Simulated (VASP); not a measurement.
# ZrB (Fm-3m) in VASP: further runs, part 2 of 2

VASP 6.6.1. Earlier steps stand in the parts before.

## (3) Single point, PBE0

This run uses another cell than the first one, of 14.63 Å³/atom.

POSCAR

```
ZrB
1.0
    0.0000000000      2.4456549016      2.4456549016
    2.4456549016      0.0000000000      2.4456549016
    2.4456549016      2.4456549016      0.0000000000
Zr B
1 1
Direct
    0.0000000000      0.0000000000      0.0000000000
    0.5000000000      0.5000000000      0.5000000000
```

INCAR.step1

```
  PREC = Accurate
  ENCUT = 520
  EDIFF = 1E-5
  ISMEAR = -1
  SIGMA = 0.05
  LREAL = F
  LASPH = T
  NELM = 80
  ALGO = Normal
  ISIF = 2
  LWAVE = T
  LCHARG = F
  NBANDS = 14
  GGA = PE
```

INCAR.step2

```
  PREC = Accurate
  ENCUT = 520
  EDIFF = 1E-6
  ISMEAR = -1
  SIGMA = 0.05
  LREAL = F
  LASPH = T
  NELM = 80
  ALGO = Normal
  ISIF = 2
  LWAVE = F
  LCHARG = F
  GGA = PE
  LHFCALC = T
  AEXX = 0.25
  PRECFOCK = Normal
  NBANDS = 14
  ISTART = 1
```

KPOINTS

```
regular mesh
0
Gamma
  5 5 5
```

Potentials or basis: VASP PAW PBE potentials, release 64 (Zr_sv, B).

Command:

```console
> cat potpaw_PBE.64/Zr_sv/POTCAR potpaw_PBE.64/B/POTCAR > POTCAR
> cp INCAR.step1 INCAR
> mpirun -np 1 vasp_std > vasp.out
> cp INCAR.step2 INCAR
> mpirun -np 1 vasp_std > vasp.out
```

Run time: 3.5 min. Hardware: 1 thread of Intel Xeon 6975P-C (Granite Rapids), shared host; peak memory 0.17 GiB.

It converged, with:

| Item | Value |
| --- | --- |
| Free energy | -19.4063 eV |
| Pressure | 0.0 GPa |
| Band gap on the k mesh | zero (an odd number of electrons rules out a gap without spin polarisation) |

Levels at points of the mesh, in eV from the Fermi level:
| k point | band 3 | band 4 | band 5 | band 6 | band 7 | band 8 | band 9 | band 10 | band 11 | band 12 |
| --- | --- | --- | --- | --- | --- | --- | --- | --- | --- | --- |
| (0.00, 0.00, 0.00) | -28.02 | -28.02 | -10.10 | 2.48 | 2.48 | 2.48 | 3.90 | 3.90 | 4.12 | 4.12 |

Caveat: the k points lie up to 0.44 Å⁻¹ apart, too coarse for converged energies and pressures of a metal; the PAW data sets were made with another functional, which shifts forces and pressure a little.

## (4) Relaxation of cell and atoms, B3LYP

This run uses another cell than the first one, of 12.57 Å³/atom.

POSCAR

```
ZrB
1.0
    0.0000000000      2.3250000000      2.3250000000
    2.3250000000      0.0000000000      2.3250000000
    2.3250000000      2.3250000000      0.0000000000
Zr B
1 1
Direct
    0.0000000000      0.0000000000      0.0000000000
    0.5000000000      0.5000000000      0.5000000000
```

INCAR.step1

```
SYSTEM = ZrB
ALGO = Normal ; EDIFF = 1E-5
ENCUT = 600 ; GGA = PE
ISMEAR = -1 ; LASPH = .True.
LCHARG = .False. ; LREAL = .False.
LWAVE = .True. ; NBANDS = 14
NELM = 60 ; PREC = Accurate
SIGMA = 0.05
```

INCAR.step2

```
SYSTEM = ZrB
AEXX = 0.2 ; AGGAC = 0.81
AGGAX = 0.72 ; ALDAC = 0.19
ALGO = Normal ; EDIFF = 1E-6
EDIFFG = -0.01 ; ENCUT = 600
GGA = B3 ; IBRION = 2
ISIF = 3 ; ISMEAR = -1
ISTART = 1 ; LASPH = .True.
LCHARG = .False. ; LHFCALC = .True.
LREAL = .False. ; LWAVE = .False.
NELM = 60 ; NSW = 60
PREC = Accurate ; PRECFOCK = Normal
SIGMA = 0.05
```

KPOINTS

```
k-points
0
Gamma
  5 5 5
  0 0 0
```

Command:

```console
> cat potpaw_PBE.64/Zr_sv/POTCAR potpaw_PBE.64/B/POTCAR > POTCAR
> cp INCAR.step1 INCAR
> mpirun -np 1 vasp_std > vasp.out
> cp INCAR.step2 INCAR
> mpirun -np 1 vasp_std > vasp.out
```

Wall time 45 min (1 thread of AMD EPYC 9R45 (Zen 5), shared host); peak memory 0.14 GiB.

The run converged. Its results:

```yaml
Free_energy: -17.1625 eV
Relaxed_volume: 15.05 Å³/atom
Relaxed_cell: a = 3.492 Å, b = 3.492 Å, c = 3.492 Å, α = 60.00°, β = 60.00°, γ = 60.00°
Space_group_after_relaxing_to_0.1_Å: Fm-3m (No. 225)
Energy_gained_by_relaxing: 273.3 meV/atom
Ionic_steps: 19
Pressure_after_relaxing: 0.1 GPa
Band_gap_on_the_k_mesh: zero (an odd number of electrons rules out a gap without spin polarisation)
```

The path:
```
step  energy change (eV)  largest force (eV/Å)  pressure (GPa)  volume (Å³)
   1              0.0000                0.0000           40.87        25.14
   2              0.2535                0.0000          -24.19        38.70
   3             -0.5450                0.0000           -1.61        30.41
   4             -0.5465                0.0000           -0.30        30.16
   5             -0.5465                0.0000            0.26        30.05
   6             -0.5465                0.0000            0.27        30.05
   7             -0.5465                0.0000            0.30        30.05
   8             -0.5465                0.0000            0.26        30.05
   9             -0.5465                0.0000            0.26        30.05
  10             -0.5465                0.0000            0.26        30.05
  11             -0.5465                0.0000            0.26        30.05
  12             -0.5465                0.0000            0.26        30.05
  13             -0.5465                0.0000            0.26        30.05
  14             -0.5465                0.0000            0.26        30.05
  15             -0.5465                0.0000            0.27        30.06
  16             -0.5465                0.0000            0.28        30.06
  17             -0.5465                0.0000            0.24        30.06
  18             -0.5465                0.0000            0.17        30.08
  19             -0.5465                0.0000            0.07        30.10
```

Final structure:
```
Zr B
1.0
     0.00000    2.46894    2.46894
     2.46894    0.00000    2.46894
     2.46894    2.46894    0.00000
Zr B
1 1
Cartesian
  0.0000 0.0000 0.0000
  2.4689 2.4689 2.4689
```

Levels at points of the mesh, in eV from the Fermi level:
```tsv
k point	band 4	band 5	band 6	band 7	band 8	band 9	band 10	band 11
(0.00, 0.00, 0.00)	-27.72	-9.49	2.31	2.31	2.31	3.59	3.59	3.84
```

Caveat: the k points lie up to 0.44 Å⁻¹ apart in the final cell, too coarse for converged energies and pressures of a metal; the volume moved by over 15 % at a fixed basis, so the end points are rough; the PAW data sets were made with another functional, which shifts forces and pressure a little. Zero-point motion and thermal expansion aren't in these numbers.

## (5) Relaxation of cell and atoms, HSE06

This run uses another cell than the first one, of 12.57 Å³/atom.

POSCAR is that of step 4.

INCAR.step1

```
PREC     = Accurate       # precision mode
ENCUT    = 600            # plane-wave cutoff, eV
EDIFF    = 1E-5           # SCF threshold, eV
ISMEAR   = -1             # smearing method
SIGMA    = 0.05           # smearing width, eV
LREAL    = F              # projectors in reciprocal space
LASPH    = T              # aspherical terms in the spheres
NELM     = 60             # most SCF steps
ALGO     = Normal         # electronic algorithm
LWAVE    = T              # write WAVECAR
LCHARG   = F              # write CHGCAR
GGA      = PE             # functional
NBANDS   = 14             # bands
```

INCAR.step2

```
PREC     = Accurate       # precision mode
ENCUT    = 600            # plane-wave cutoff, eV
EDIFF    = 1E-6           # SCF threshold, eV
ISMEAR   = -1             # smearing method
SIGMA    = 0.05           # smearing width, eV
LREAL    = F              # projectors in reciprocal space
LASPH    = T              # aspherical terms in the spheres
NELM     = 60             # most SCF steps
ALGO     = Normal         # electronic algorithm
ISIF     = 3              # what is computed and relaxed
LWAVE    = F              # write WAVECAR
LCHARG   = F              # write CHGCAR
GGA      = PE             # functional
LHFCALC  = T              # exact exchange
HFSCREEN = 0.2079         # screening, 1/A
PRECFOCK = Normal       
IBRION   = 2              # ionic algorithm
NSW      = 60             # ionic steps
EDIFFG   = -0.01          # ionic threshold
ISTART   = 1
```

KPOINTS

```
regular mesh
0
Gamma
  5 5 5
```

Command:

```console
> cat potpaw_PBE.64/Zr_sv/POTCAR potpaw_PBE.64/B/POTCAR > POTCAR
> cp INCAR.step1 INCAR
> mpirun -np 1 vasp_std > vasp.out
> cp INCAR.step2 INCAR
> mpirun -np 1 vasp_std > vasp.out
```

Run time: 42 min. Hardware: 1 thread of AMD EPYC 9R45 (Zen 5), shared host; peak memory 0.24 GiB.

The run converged. Its results:

| Item | Value |
| --- | --- |
| Free energy | -18.0577 eV |
| Relaxed volume | 14.64 Å³/atom |
| Relaxed cell | a = 3.460 Å, b = 3.460 Å, c = 3.460 Å, α = 60.00°, β = 60.00°, γ = 60.00° |
| Space group after relaxing (to 0.1 Å) | Fm-3m (No. 225) |
| Energy gained by relaxing | 200.0 meV/atom |
| Ionic steps | 18 |
| Pressure after relaxing | 0.1 GPa |
| Band gap on the k mesh | zero (an odd number of electrons rules out a gap without spin polarisation) |

Step by step:
| step | energy change (eV) | largest force (eV/Å) | pressure (GPa) | volume (Å³) |
| --- | --- | --- | --- | --- |
| 1 | 0.0000 | 0.0000 | 34.89 | 25.14 |
| 2 | 0.2455 | 0.0000 | -24.05 | 36.47 |
| 3 | -0.3990 | 0.0000 | -1.31 | 29.53 |
| 4 | -0.3999 | 0.0000 | -0.21 | 29.33 |
| 5 | -0.3999 | 0.0000 | 0.30 | 29.24 |
| 6 | -0.3999 | 0.0000 | 0.32 | 29.24 |
| 7 | -0.3999 | 0.0000 | 0.34 | 29.25 |
| 8 | -0.3999 | 0.0000 | 0.29 | 29.25 |
| 9 | -0.3999 | 0.0000 | 0.29 | 29.25 |
| 10 | -0.3999 | 0.0000 | 0.28 | 29.25 |
| 11 | -0.3999 | 0.0000 | 0.28 | 29.25 |
| 12 | -0.3999 | 0.0000 | 0.28 | 29.25 |
| 13 | -0.3999 | 0.0000 | 0.29 | 29.25 |
| 14 | -0.3999 | 0.0000 | 0.30 | 29.25 |
| 15 | -0.3999 | 0.0000 | 0.30 | 29.25 |
| 16 | -0.3999 | 0.0000 | 0.27 | 29.26 |
| 17 | -0.3999 | 0.0000 | 0.20 | 29.27 |
| 18 | -0.4000 | 0.0000 | 0.10 | 29.29 |

Final structure:
```yaml
crystal:
  lattice:
    - [0.00000, 2.44659, 2.44659]
    - [2.44659, 0.00000, 2.44659]
    - [2.44659, 2.44659, 0.00000]
  atoms:
    - { symbol: Zr, position: [0.00000, 0.00000, 0.00000] }
    - { symbol: B, position: [0.50000, 0.50000, 0.50000] }
```

Levels at points of the mesh, in eV from the Fermi level:
```tsv
k point	band 5	band 6	band 7	band 8	band 9	band 10
(0.00, 0.00, 0.00)	-9.63	2.13	2.13	2.13	3.52	3.52
```

Caveat: the k points lie up to 0.44 Å⁻¹ apart in the final cell, too coarse for converged energies and pressures of a metal; the volume moved by over 15 % at a fixed basis, so the end points are rough; the PAW data sets were made with another functional, which shifts forces and pressure a little.

## (6) Summary

| task | level | cell | cutoff (eV) | share of exact exchange | screening parameter | gap on the mesh (eV) | pressure (GPa) | relaxed volume (Å³/atom) |
| --- | --- | --- | --- | --- | --- | --- | --- | --- |
| single point | PBEsol-based global hybrid with 25 % exact exchange | a = 3.439 Å, angles 60.0°, 2 atoms | 520 | 0.25 | - | none | 0.0 | - |
| single point | PBE0 | a = 3.459 Å, angles 60.0°, 2 atoms | 520 | 0.25 | - | none | 0.0 | - |
| relaxation of cell and atoms | B3LYP | relaxed from a = 3.288 Å, angles 60.0°, 2 atoms | 600 | 0.2 | - | none | 0.1 | 15.05 |
| relaxation of cell and atoms | HSE06 | relaxed from a = 3.288 Å, angles 60.0°, 2 atoms | 600 | 0.25 | 0.2079 1/Å | none | 0.1 | 14.64 |

Alike in all rows: potentials or basis VASP PAW PBE potentials, release 64 (Zr_sv, B); no spin polarisation; k mesh 5 × 5 × 5; smearing fermi-dirac 0.05 eV.

Caveats: all runs use coarse meshes; the PAW data sets were made with another functional, which shifts forces and pressure a little; the volume moved by over 15 % at a fixed basis, so the end points are rough (at least some runs).

Absolute energies hang on the potentials; compare differences alone.
